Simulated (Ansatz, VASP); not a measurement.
## GaN: VASP beside Ansatz

```
CELL_PARAMETERS angstrom
0.00000 2.27424 2.27424
2.27424 0.00000 2.27424
2.27424 2.27424 0.00000
ATOMIC_POSITIONS crystal
Ga 0.00000 0.00000 0.00000
N 0.75000 0.75000 0.75000
```

Alike in both runs: task single point; functional PBE; k mesh 10 × 10 × 10; occupations gaussian, width 0.02 eV; no spin polarisation.

|  | VASP | Ansatz |
| --- | --- | --- |
| version | VASP 6.6.1 | Ansatz 0.2.0 |
| potentials or method | VASP PAW PBE potentials, release 64 (Ga_d, N), cutoff 520 eV | scalar-relativistic, plane waves, PAW |
| valence electrons in the cell | 18 | 18 |

Ansatz gave:

| Property | Result |
| --- | --- |
| gap on the k mesh at the Fermi level (eV) | 1.54 |
| least direct gap on the mesh (eV) | 1.54 |

Q: What did VASP give for the same quantities?

A: gap on the k mesh at the Fermi level (eV): 1.55; least direct gap on the mesh (eV): 1.55.

With one functional, cell and mesh, what is left measures potentials, basis and numerics.
